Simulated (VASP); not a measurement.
# CsPbBr3 (R-3m) in VASP: notebook

The runs below take CsPbBr3 through single point, with PBEsol.

All numbers are computed with VASP 6.6.1; they aren't measurements. Logs are shortened: lines on timing, memory, paths and dates and some standing lists are left out, and cuts for length are marked.

### Step 1. The cell of the first run

Symmetry: R-3m, No. 166, trigonal system. Conventional cell: a = 6.589 Å, b = 6.589 Å, c = 16.139 Å, α = 90.00°, β = 90.00°, γ = 120.00°. Within 4.3 Å of Cs (site symmetry -3m) lie 6 Br at 3.29 Å. Within 4.3 Å of Pb (site symmetry -3m) lie 6 Br at 3.29 Å. Br (site symmetry 2/m) has 2 Pb at 3.29 Å and 2 Cs at 3.29 Å and 4 Br at 3.29 Å within 4.3 Å.

### Step 2. Single point, PBEsol

The input, INCAR:

```
PREC = Accurate
ENCUT = 520
EDIFF = 1E-6
ISMEAR = 0
SIGMA = 0.05
LREAL = False
LASPH = True
NELM = 100
ALGO = Normal
ISIF = 2
LWAVE = False
LCHARG = False
GGA = PS
NBANDS = 30
```

The input, KPOINTS:

```
Automatic mesh
0
Gamma
  6 6 6
```

The input, POSCAR:

```
CsPbBr3
1.0
    6.2120294500      1.5530073625      1.5530073625
    1.5530073625      6.2120294500      1.5530073625
    1.5530073625      1.5530073625      6.2120294500
Cs Pb Br
1 1 3
Direct
    0.0000000000      0.0000000000      0.0000000000
    0.5000000000      0.5000000000      0.5000000000
    0.0000000000      0.5000000000      0.5000000000
    0.5000000000      0.0000000000      0.5000000000
    0.5000000000      0.5000000000      0.0000000000
```

Potentials or basis: VASP PAW PBE potentials, release 64 (Cs_sv, Pb_d, Br).

Run with:

```bash
> cat potpaw_PBE.64/Cs_sv/POTCAR potpaw_PBE.64/Pb_d/POTCAR potpaw_PBE.64/Br/POTCAR > POTCAR
> mpirun -np 1 vasp_std > vasp.out
```

OUTCAR:

```text
PREC = Accurate
   ENCUT = 520
   EDIFF = 1E-6
   ISMEAR = 0
   LREAL = False
   LASPH = True
   NELM = 100
   ISIF = 2
   GGA = PS

 ion  position               nearest neighbor table
   1  0.000  0.000  0.000-
   2  0.500  0.500  0.500-   5 3.29   5 3.29   3 3.29   4 3.29   4 3.29   3 3.29
   3  0.000  0.500  0.500-   2 3.29   2 3.29
   4  0.500  0.000  0.500-   2 3.29   2 3.29
   5  0.500  0.500  0.000-   2 3.29   2 3.29

  LATTYP: Found a face centered cubic cell.
 ALAT       =     9.3180441750

  Lattice vectors:

 A1 = (   6.2120294500,   1.5530073625,   1.5530073625)
 A2 = (   1.5530073625,   6.2120294500,   1.5530073625)
 A3 = (   1.5530073625,   1.5530073625,   6.2120294500)

Analysis of symmetry for initial positions (statically):
=====================================================================
 Subroutine PRICEL returns:
 Original cell was already a primitive cell.

 Routine SETGRP: Setting up the symmetry group for a
 face centered cubic supercell.

 Subroutine GETGRP returns: Found 12 space group operations
 (whereof 12 operations were pure point group operations)
 out of a pool of 48 trial point group operations.

The static configuration has the point symmetry D_3d.

Analysis of symmetry for dynamics (positions and initial velocities):
=====================================================================
 Subroutine PRICEL returns:
 Original cell was already a primitive cell.

 Routine SETGRP: Setting up the symmetry group for a
 face centered cubic supercell.

 Subroutine GETGRP returns: Found 12 space group operations
 (whereof 12 operations were pure point group operations)
 out of a pool of 48 trial point group operations.

The dynamic configuration has the point symmetry D_3d.

 Subroutine INISYM returns: Found 12 space group operations
 (whereof 12 operations are pure point group operations),
 and found     1 'primitive' translations

----------------------------------------------------------------------------------------

                                     Primitive cell

  volume of cell :     202.2620

  direct lattice vectors                    reciprocal lattice vectors
     6.212029450  1.553007363  1.553007363     0.178864431 -0.035772886 -0.035772886
     1.553007363  6.212029450  1.553007363    -0.035772886  0.178864431 -0.035772886
     1.553007363  1.553007363  6.212029450    -0.035772886 -0.035772886  0.178864431
[... 85 lines left out ...]
   LNONCOLLINEAR =      F non collinear calculations
   LSORBIT =      F    spin-orbit coupling
   LASPH  =      T    aspherical Exc in radial PAW
   ENCUT  =  520.0 eV  38.22 Ry    6.18 a.u.  12.25 12.25 12.25*2*pi/ulx,y,z
   NELM   =    100;   NELMIN=  2; NELMDL= -5     # of ELM steps
   EDIFF  = 0.1E-05   stopping-criterion for ELM
   LREAL  =      F    real-space projection
   EDIFFG = 0.1E-04   stopping-criterion for IOM
   NSW    =      0    number of steps for IOM
   IBRION =     -1    ionic relax: 0-MD 1-quasi-New 2-CG
   NFREE  =      0    steps in history (QN), initial steepest desc. (CG)
   ISIF   =      2    stress and relaxation
   ISYM   =      2    0-nonsym 1-usesym 2-fastsym
   POTIM  = 0.5000    time-step for ionic-motion
   TEBEG  =    0.0;   TEEND  =   0.0 temperature during run
   PSTRESS=    0.0 pullay stress
   NELECT =      44.0000    total number of electrons
   NUPDOWN=      -1.0000    fix difference up-down
   EMIN   =  10.00;   EMAX   =-10.00  energy-range for DOS
   EFERMI =   0.00;   METHOD = LEGACY
   ISMEAR =     0;   SIGMA  =   0.05  broadening in eV -4-tet -1-fermi 0-gaus
   EFERMI_NEDOS =   21; number of points for ismear=-14 and -15
   IALGO  =     38    algorithm
   IMIX   =      4    mixing-type and parameters
     AMIX     =   0.40;   BMIX     =  1.00
     AMIX_MAG =   1.60;   BMIX_MAG =  1.00
  volume/ion in A,a.u.               =      40.45       272.99
  Fermi-wavevector in a.u.,A,eV,Ry     =   0.984587  1.860600 13.189657  0.969412
  Thomas-Fermi vector in A             =   2.115831
   LORBIT       =      0    0 simple, 1 ext, 2 COOP (PROOUT), +10 PAW based schemes
   GGA     = PS    functional components
   LHFCALC =     F    Hartree Fock is set to
   AEXX    =    0.0000 exact exchange contribution
   IVDW    =     0    specifies the selected vdW correction
   LEPSILON=     F    determine dielectric tensor
   LRPA    =     F    only Hartree local field effects (RPA)
 non-spin polarized calculation
 Gauss-broadening in eV      SIGMA  =   0.05
  energy-cutoff  :      520.00
  volume of cell :      202.26
 maximum number of plane-waves:      5577
 NGX is ok and might be reduce to    50

 number of electron      44.0000004 magnetization

 Free energy of the ion-electron system (eV)
  ---------------------------------------------------
  ext. energy  EPLUGINS =         0.00000000
  ---------------------------------------------------
  free energy    TOTEN  =       -13.66745554 eV

  energy without entropy =      -13.66339069  energy(sigma->0) =      -13.66542312

 E-fermi :   1.6669     XC(G=0):  -7.6495

 val. band max:        1.6606030545   @ k =   0.1667   0.1667   0.1667
 cond. band min:       1.6682182148   @ k =   0.3333   0.3333   0.3333
 fundamental gap:      0.0076151603
 Fermi energy:         1.6668743843

 k-point     1 :       0.0000    0.0000    0.0000
  band No.  band energies     occupation
      1     -19.3561      2.00000
      2     -16.7124      2.00000
      3     -16.7124      2.00000
      4     -16.6007      2.00000
      5     -16.6007      2.00000
      6     -16.5668      2.00000
[... 781 lines left out ...]
     29       7.4681      0.00000
     30       8.2412      0.00000

 [... further k-points ...]
[... 5 lines left out ...]
  --------------------------------------------------------------------------------------
  -------------------------------------------------------------------------------------
  Total        2.3304360      2.3304360      2.3304360     -6.2016926     -6.2016926     -6.2016926
  in kB       18.4600751     18.4600751     18.4600751    -49.1254466    -49.1254466    -49.1254466
  external PRESSURE =      18.4600751 kB  Pullay stress =       0.0000000 kB

 VOLUME and BASIS-vectors are now :
 -----------------------------------------------------------------------------
  energy-cutoff  :      520.00
  volume of cell :      202.26
      direct lattice vectors                 reciprocal lattice vectors
     6.212029450  1.553007363  1.553007363     0.178864431 -0.035772886 -0.035772886
     1.553007363  6.212029450  1.553007363    -0.035772886  0.178864431 -0.035772886
     1.553007363  1.553007363  6.212029450    -0.035772886 -0.035772886  0.178864431

 POSITION                                       TOTAL-FORCE (eV/Angst)
 -----------------------------------------------------------------------------------
      0.00000      0.00000      0.00000         0.000000      0.000000     -0.000000
      4.65902      4.65902      4.65902        -0.000000     -0.000000      0.000000
      1.55301      3.88252      3.88252         0.000000      0.000000      0.000000
      3.88252      1.55301      3.88252         0.000000      0.000000     -0.000000
      3.88252      3.88252      1.55301         0.000000     -0.000000     -0.000000
 -----------------------------------------------------------------------------------
    total drift:                               -0.000000     -0.000000      0.000000

  FREE ENERGIE OF THE ION-ELECTRON SYSTEM (eV)
  ---------------------------------------------------
  free  energy   TOTEN  =       -13.6674555388 eV

  energy  without entropy=      -13.6633906942  energy(sigma->0) =      -13.66542312
```

OSZICAR:

```text
N       E                     dE             d eps       ncg     rms          rms(c)
DAV:   1     0.398082906864E+03    0.39808E+03   -0.18678E+04  1920   0.131E+03
DAV:   2     0.372244975456E+02   -0.36086E+03   -0.34315E+03  2214   0.299E+02
DAV:   3    -0.138724863474E+02   -0.51097E+02   -0.49485E+02  2478   0.118E+02
DAV:   4    -0.158959314132E+02   -0.20234E+01   -0.20194E+01  2284   0.295E+01
[... 10 lines left out ...]
DAV:  15    -0.136675445436E+02    0.84331E-04   -0.51088E-04  2046   0.907E-02    0.454E-02
DAV:  16    -0.136674833886E+02    0.61155E-04   -0.68203E-05  2570   0.291E-02    0.260E-02
DAV:  17    -0.136674573216E+02    0.26067E-04   -0.16772E-04  2346   0.406E-02    0.733E-03
DAV:  18    -0.136674558028E+02    0.15188E-05   -0.88465E-06  2218   0.128E-02    0.310E-03
DAV:  19    -0.136674555388E+02    0.26398E-06   -0.67969E-07  1326   0.369E-03
   1 F= -.13667456E+02 E0= -.13665423E+02  d E =-.406484E-02
```

It took 5.3 min on 1 thread of Intel Xeon Platinum 8375C at 2.90GHz (Ice Lake), shared host; peak memory 0.46 GiB.

Results:

| Property | Result |
| --- | --- |
| Free energy | -13.6675 eV |
| Pressure | 1.8 GPa |

Stress tensor (GPa, compression positive):
```
 1.85 -4.91 -4.91
-4.91  1.85 -4.91
-4.91 -4.91  1.85
```

Caveat: the PAW data sets were made with another functional, which shifts forces and pressure a little; spin-orbit coupling is left out, which moves the levels of the heavy elements.

### Step 3. Single point, PBEsol

This run uses another cell than the first one, of the same volume but with other edges.

The input, INCAR:

```
PREC = Accurate
ENCUT = 520
EDIFF = 1E-6
ISMEAR = 0
SIGMA = 0.05
LREAL = F
LASPH = T
NELM = 100
ALGO = Normal
ISIF = 2
LWAVE = F
LCHARG = F
GGA = PS
NBANDS = 30
```

The input, KPOINTS:

```
regular mesh
0
Gamma
  6 6 6
```

POSCAR: that of step 2 with these lines changed.

```diff
@@ -2,5 +2,5 @@
 1.0
-    6.2120294500      1.5530073625      1.5530073625
-    1.5530073625      6.2120294500      1.5530073625
-    1.5530073625      1.5530073625      6.2120294500
+    5.9501994202      0.7154198716      0.7154198716
+    0.7154198716      5.9501994202      0.7154198716
+    0.7154198716      0.7154198716      5.9501994202
 Cs Pb Br
```

Potentials or basis: VASP PAW PBE potentials, release 64 (Cs_sv, Pb_d, Br).

Run with:

```bash
> cat potpaw_PBE.64/Cs_sv/POTCAR potpaw_PBE.64/Pb_d/POTCAR potpaw_PBE.64/Br/POTCAR > POTCAR
> mpirun -np 1 vasp_std > vasp.out
```

Wall time 3.4 min (1 thread of Intel Xeon Platinum 8375C at 2.90GHz (Ice Lake), shared host); peak memory 0.44 GiB.

Results (log left out):

```yaml
Free_energy: -16.3205 eV
Pressure: -0.2 GPa
Band_gap_on_the_k_mesh: 1.56 eV, direct
```

Stress tensor (GPa, compression positive):
```
-0.22 -1.35 -1.35
-1.35 -0.22 -1.35
-1.35 -1.35 -0.22
```

Levels at points of the mesh, in eV from the valence-band top:
```
           k point  band 18  band 19  band 20  band 21  band 22  band 23  band 24  band 25  band 26  band 27
(0.00, 0.00, 0.00)    -1.72    -1.72    -0.90    -0.45    -0.45     3.61     4.56     4.56     5.00     5.00
(0.50, 0.00, 0.00)    -1.56    -1.48    -1.45    -1.00    -0.59     2.49     4.36     4.96     5.38     6.14
(0.50, 0.50, 0.00)    -1.60    -1.58    -1.53    -0.51    -0.46     2.06     2.31     4.94     5.70     5.99
(0.50, 0.50, 0.50)    -1.64    -0.79    -0.35    -0.35     0.00     1.56     1.56     2.27     5.45     5.82
```

Caveat: the PAW data sets were made with another functional, which shifts forces and pressure a little; spin-orbit coupling is left out, which moves the levels of the heavy elements. A k mesh can miss the band edges.

(Continued in part 2 of 2.)
